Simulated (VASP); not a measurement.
# AlN in VASP: further runs

Runs on AlN. Level: LDA. Tasks: single point.

All numbers are computed with VASP 6.6.1; they aren't measurements. Logs are shortened: lines on timing, memory, paths and dates and some standing lists are left out, and cuts for length are marked.

## 1. The cell of the first run

The structure is orthorhombic, space group Cmc2_1 (No. 36). The conventional cell has a = 3.089 Å, b = 5.350 Å, c = 4.944 Å, α = 90.00°, β = 90.00°, γ = 90.00°. Al (site symmetry m) has 4 N at 1.87 to 1.89 Å within 2.5 Å. N (site symmetry m) has 4 Al at 1.87 to 1.89 Å within 2.5 Å.

## 2. Single point, LDA (mode 4 frozen in at +0.000 Å and mode 5 at -0.069 Å (largest displacements))

Input file INCAR:

```
PREC     = Accurate       # precision mode
ENCUT    = 520            # plane-wave cutoff, eV
EDIFF    = 1E-7           # SCF threshold, eV
ISMEAR   = 0              # smearing method
SIGMA    = 0.05           # smearing width, eV
LREAL    = False          # projectors in reciprocal space
LASPH    = True           # aspherical terms in the spheres
NELM     = 100            # most SCF steps
ALGO     = Normal         # electronic algorithm
ISIF     = 2              # what is computed and relaxed
LWAVE    = False          # write WAVECAR
LCHARG   = True           # write CHGCAR
LELF     = True           # ELF
LVHAR    = True         
NBANDS   = 16             # bands
```

Input file KPOINTS:

```
regular mesh
0
Gamma
  9 9 6
```

Input file POSCAR:

```
AlN
1.0
    3.0887424016      0.0000000000      0.0000000000
   -1.5443712008      2.6749293856      0.0000000000
    0.0000000000      0.0000000000      4.9437688231
Al N
2 2
Direct
    0.3204731808      0.6409463615      0.0015212672
    0.6795268192      0.3590536385      0.5015212672
    0.3448088621      0.6896177243      0.3834787328
    0.6551911379      0.3103822757      0.8834787328
```

Potentials or basis: VASP PAW LDA potentials, release 64 (Al, N).

Run with:

```console
> cat potpaw_LDA.64/Al/POTCAR potpaw_LDA.64/N/POTCAR > POTCAR
> mpirun -np 1 vasp_std > vasp.out
```

OUTCAR:

```text
PREC = Accurate
   ENCUT = 520
   EDIFF = 1E-7
   ISMEAR = 0
   LREAL = False
   LASPH = True
   NELM = 100
   ISIF = 2

 ion  position               nearest neighbor table
   1  0.320  0.641  0.002-   4 1.87   4 1.87   4 1.88   3 1.89   2 3.01   2 3.01   2 3.01   2 3.01
                             2 3.13   2 3.13
   2  0.680  0.359  0.502-   3 1.87   3 1.87   3 1.88   4 1.89   1 3.01   1 3.01   1 3.01   1 3.01
                             1 3.13   1 3.13
   3  0.345  0.690  0.383-   2 1.87   2 1.87   2 1.88   1 1.89
   4  0.655  0.310  0.883-   1 1.87   1 1.87   1 1.88   2 1.89

  LATTYP: Found a hexagonal cell.
 ALAT       =     3.0887424016
 C/A-ratio  =     1.6005766038

  Lattice vectors:

 A1 = (   3.0887424016,   0.0000000000,   0.0000000000)
 A2 = (  -1.5443712008,   2.6749293856,   0.0000000000)
 A3 = (   0.0000000000,   0.0000000000,   4.9437688231)

Analysis of symmetry for initial positions (statically):
=====================================================================
 Subroutine PRICEL returns:
 Original cell was already a primitive cell.

 Routine SETGRP: Setting up the symmetry group for a
 hexagonal supercell.

 Subroutine GETGRP returns: Found  4 space group operations
 (whereof  2 operations were pure point group operations)
 out of a pool of 24 trial point group operations.

The static configuration has the point symmetry C_1h.
 The point group associated with its full space group is C_2v.

Analysis of symmetry for dynamics (positions and initial velocities):
=====================================================================
 Subroutine PRICEL returns:
 Original cell was already a primitive cell.

 Routine SETGRP: Setting up the symmetry group for a
 hexagonal supercell.

 Subroutine GETGRP returns: Found  4 space group operations
 (whereof  2 operations were pure point group operations)
 out of a pool of 24 trial point group operations.

The dynamic configuration has the point symmetry C_1h.
 The point group associated with its full space group is C_2v.

 Subroutine INISYM returns: Found  4 space group operations
 (whereof  2 operations are pure point group operations),
 and found     1 'primitive' translations

----------------------------------------------------------------------------------------

                                     Primitive cell

  volume of cell :      40.8462

  direct lattice vectors                    reciprocal lattice vectors
     3.088742402  0.000000000  0.000000000     0.323756361  0.186920822  0.000000000
    -1.544371201  2.674929386  0.000000000     0.000000000  0.373841644  0.000000000
     0.000000000  0.000000000  4.943768823     0.000000000  0.000000000  0.202274830

  length of vectors
     3.088742402  3.088742402  4.943768823     0.373841644  0.373841644  0.202274830

  position of ions in fractional coordinates (direct lattice)
     0.320473181  0.640946361  0.001521267
     0.679526819  0.359053639  0.501521267
     0.344808862  0.689617724  0.383478733
     0.655191138  0.310382276  0.883478733

  ion indices of the primitive-cell ions
   primitive index   ion index
                 1           1
                 2           2
                 3           3
                 4           4

----------------------------------------------------------------------------------------

 KPOINTS: regular mesh

Automatic generation of k-mesh.
 Grid dimensions read from file:
 generate k-points for:    9    9    6

 Generating k-lattice:

  Cartesian coordinates                     Fractional coordinates (reciprocal lattice)
     0.035972929  0.020768980  0.000000000     0.111111111 -0.000000000  0.000000000
     0.000000000  0.041537960  0.000000000     0.000000000  0.111111111  0.000000000
     0.000000000  0.000000000  0.033712472     0.000000000  0.000000000  0.166666667

  Length of vectors
     0.041537960  0.041537960  0.033712472

  Shift w.r.t. Gamma in fractional coordinates (k-lattice)
     0.000000000  0.000000000  0.000000000

 Subroutine IBZKPT returns following result:
 ===========================================

 Found    100 irreducible k-points:

 Following reciprocal coordinates:
            Coordinates               Weight
  0.000000  0.000000  0.000000      1.000000
  0.111111  0.000000  0.000000      4.000000
  0.000000  0.111111  0.000000      2.000000
  0.222222 -0.000000  0.000000      4.000000
  0.000000  0.222222  0.000000      2.000000
  0.333333 -0.000000  0.000000      4.000000
[... 16 lines left out ...]
 -0.222222 -0.444444  0.000000      4.000000
  0.444444  0.333333  0.000000      4.000000
 [... further k-points ...]
   k-points           NKPTS =    100   k-points in BZ     NKDIM =    100   number of bands    NBANDS=     16
   number of dos      NEDOS =    301   number of ions     NIONS =      4
   total plane-waves  NPLWV =  23040
   dimension x,y,z NGX =    24 NGY =   24 NGZ =   40
   dimension x,y,z NGXF=    48 NGYF=   48 NGZF=   80
   ions per type =               2   2
   NGX,Y,Z   is equivalent  to a cutoff of  12.92, 12.92, 13.45 a.u.
   NGXF,Y,Z  is equivalent  to a cutoff of  25.84, 25.84, 26.90 a.u.
 SYSTEM =  unknown system
   PREC   = accura    normal or accurate (medium, high low for compatibility)
   ISTART =      0    job   : 0-new  1-cont  2-samecut
   ICHARG =      2    charge: 1-file 2-atom 10-const
   ISPIN  =      1    spin polarized calculation?
   LNONCOLLINEAR =      F non collinear calculations
   LSORBIT =      F    spin-orbit coupling
   LASPH  =      T    aspherical Exc in radial PAW
   ENCUT  =  520.0 eV  38.22 Ry    6.18 a.u.   5.74  5.74  9.19*2*pi/ulx,y,z
   NELM   =    100;   NELMIN=  2; NELMDL= -5     # of ELM steps
   EDIFF  = 0.1E-06   stopping-criterion for ELM
   LREAL  =      F    real-space projection
   EDIFFG = 0.1E-05   stopping-criterion for IOM
   NSW    =      0    number of steps for IOM
   IBRION =     -1    ionic relax: 0-MD 1-quasi-New 2-CG
   NFREE  =      0    steps in history (QN), initial steepest desc. (CG)
   ISIF   =      2    stress and relaxation
   ISYM   =      2    0-nonsym 1-usesym 2-fastsym
   POTIM  = 0.5000    time-step for ionic-motion
   TEBEG  =    0.0;   TEEND  =   0.0 temperature during run
   PSTRESS=    0.0 pullay stress
   NELECT =      16.0000    total number of electrons
   NUPDOWN=      -1.0000    fix difference up-down
   EMIN   =  10.00;   EMAX   =-10.00  energy-range for DOS
   EFERMI =   0.00;   METHOD = LEGACY
   ISMEAR =     0;   SIGMA  =   0.05  broadening in eV -4-tet -1-fermi 0-gaus
   EFERMI_NEDOS =   21; number of points for ismear=-14 and -15
   IALGO  =     38    algorithm
   IMIX   =      4    mixing-type and parameters
     AMIX     =   0.40;   BMIX     =  1.00
     AMIX_MAG =   1.60;   BMIX_MAG =  1.00
  volume/ion in A,a.u.               =      10.21        68.91
  Fermi-wavevector in a.u.,A,eV,Ry     =   1.197836  2.263582 19.521797  1.434812
  Thomas-Fermi vector in A             =   2.333741
   LORBIT       =      0    0 simple, 1 ext, 2 COOP (PROOUT), +10 PAW based schemes
   GGA     = CA    functional components
   LHFCALC =     F    Hartree Fock is set to
   AEXX    =    0.0000 exact exchange contribution
   IVDW    =     0    specifies the selected vdW correction
   LEPSILON=     F    determine dielectric tensor
   LRPA    =     F    only Hartree local field effects (RPA)
 non-spin polarized calculation
 Gauss-broadening in eV      SIGMA  =   0.05
  energy-cutoff  :      520.00
  volume of cell :       40.85
 maximum number of plane-waves:      1118
   NGX = 11   NGY = 11   NGZ = 19

 number of electron      16.0000000 magnetization

 Free energy of the ion-electron system (eV)
  ---------------------------------------------------
  ext. energy  EPLUGINS =         0.00000000
  ---------------------------------------------------
  free energy    TOTEN  =       -32.80373859 eV

  energy without entropy =      -32.80373859  energy(sigma->0) =      -32.80373859

 E-fermi :   6.4205     XC(G=0): -11.3449

 val. band max:        6.1468507305   @ k =   0.0000   0.0000   0.0000
 cond. band min:      10.5129496161   @ k =   0.0000   0.0000   0.0000
 fundamental gap:      4.3660988857
 Fermi energy:         6.4204567777

 k-point     1 :       0.0000    0.0000    0.0000
  band No.  band energies     occupation
      1      -9.0544      2.00000
      2      -6.7584      2.00000
      3      -0.0335      2.00000
      4       5.1952      2.00000
      5       5.2672      2.00000
      6       5.7838      2.00000
[... 8 lines left out ...]
     15      19.1089      0.00000
     16      19.5838      0.00000

 k-point     2 :       0.1111    0.0000    0.0000
  band No.  band energies     occupation
      1      -8.8904      2.00000
      2      -6.6634      2.00000
      3       0.1565      2.00000
      4       4.5050      2.00000
      5       5.0199      2.00000
      6       5.1810      2.00000
[... 8 lines left out ...]
     15      18.9714      0.00000
     16      19.3310      0.00000

 k-point     3 :       0.0000    0.1111    0.0000
  band No.  band energies     occupation
      1      -8.8893      2.00000
      2      -6.6664      2.00000
      3       0.1588      2.00000
      4       4.5079      2.00000
      5       5.0402      2.00000
      6       5.2780      2.00000
[... 8 lines left out ...]
     15      19.0600      0.00000
     16      19.3176      0.00000

 k-point     4 :       0.2222   -0.0000    0.0000
  band No.  band energies     occupation
      1      -8.4240      2.00000
      2      -6.4227      2.00000
      3       0.7077      2.00000
      4       2.9396      2.00000
      5       3.9530      2.00000
      6       4.6155      2.00000
[... 8 lines left out ...]
     15      18.6761      0.00000
     16      18.9977      0.00000
[... 324 lines left out ...]
 k-point    22 :       0.3333    0.2222    0.0000
  band No.  band energies     occupation
      1      -6.8007      2.00000
      2      -6.1594      2.00000
      3       0.9956      2.00000
      4       2.1744      2.00000
      5       2.7525      2.00000
      6       2.8969      2.00000
[... 8 lines left out ...]
     15      18.9514      0.00000
     16      20.5619      0.00000

 k-point    23 :      -0.2222   -0.4444    0.0000
  band No.  band energies     occupation
      1      -6.7531      2.00000
      2      -6.2234      2.00000
      3       1.1711      2.00000
      4       1.9947      2.00000
      5       2.7537      2.00000
      6       3.0249      2.00000
[... 8 lines left out ...]
     15      18.7647      0.00000
     16      20.7181      0.00000

 k-point    24 :       0.4444    0.3333    0.0000
  band No.  band energies     occupation
      1      -6.8254      2.00000
      2      -6.1251      2.00000
      3       0.9643      2.00000
      4       2.0675      2.00000
      5       2.8481      2.00000
      6       2.8929      2.00000
[... 8 lines left out ...]
     15      18.7264      0.00000
     16      20.9021      0.00000

 [... further k-points ...]
[... 5 lines left out ...]
  --------------------------------------------------------------------------------------
  -------------------------------------------------------------------------------------
  Total        0.1173918      0.1025614      0.1436964      0.0000000      0.0000000      0.0000000
  in kB        4.6046465      4.0229301      5.6364328      0.0000000      0.0000000      0.0000000
  external PRESSURE =       4.7546698 kB  Pullay stress =       0.0000000 kB

 VOLUME and BASIS-vectors are now :
 -----------------------------------------------------------------------------
  energy-cutoff  :      520.00
  volume of cell :       40.85
      direct lattice vectors                 reciprocal lattice vectors
     3.088742402  0.000000000  0.000000000     0.323756361  0.186920822  0.000000000
    -1.544371201  2.674929386  0.000000000     0.000000000  0.373841644  0.000000000
     0.000000000  0.000000000  4.943768823     0.000000000  0.000000000  0.202274830

 POSITION                                       TOTAL-FORCE (eV/Angst)
 -----------------------------------------------------------------------------------
      0.00000      1.71449      0.00752         0.000000      0.369846      0.034099
      1.54437      0.96044      2.47941        -0.000000     -0.369846      0.034099
     -0.00000      1.84468      1.89583         0.000000     -0.188529     -0.034099
      1.54437      0.83025      4.36771         0.000000      0.188529     -0.034099
 -----------------------------------------------------------------------------------
    total drift:                               -0.000000     -0.000000     -0.000625

  FREE ENERGIE OF THE ION-ELECTRON SYSTEM (eV)
  ---------------------------------------------------
  free  energy   TOTEN  =       -32.8037385870 eV

  energy  without entropy=      -32.8037385870  energy(sigma->0) =      -32.80373859
```

It took 22 s on 1 thread of Intel Xeon Platinum 8559C (Emerald Rapids), shared host; peak memory 0.17 GiB.

What came out:

| Item | Value |
| --- | --- |
| Free energy | -32.8037 eV |
| Pressure | 0.5 GPa |
| Largest force | 0.371 eV/Å |
| Band gap on the k mesh | 4.37 eV, direct |

Forces in eV/Å, atoms in the order of the input:
```
Al   0.000  0.370  0.034
Al   0.000 -0.370  0.034
N    0.000 -0.189 -0.034
N    0.000  0.189 -0.034
```

Levels at points of the mesh, in eV from the valence-band top:
```csv
k point,band 4,band 5,band 6,band 7,band 8,band 9,band 10,band 11,band 12,band 13
"(0.00, 0.00, 0.00)",-0.95,-0.88,-0.36,-0.16,0.00,4.37,6.69,10.54,10.84,11.34
"(0.00, 0.00, 0.50)",-3.39,-0.62,-0.62,-0.57,-0.57,6.55,6.55,10.27,10.27,11.36
```

Caveat: the cell differs from its parent crystal (mode 4 frozen in at +0.000 Å and mode 5 at -0.069 Å (largest displacements)).

(Continued in part 2 of 3.)
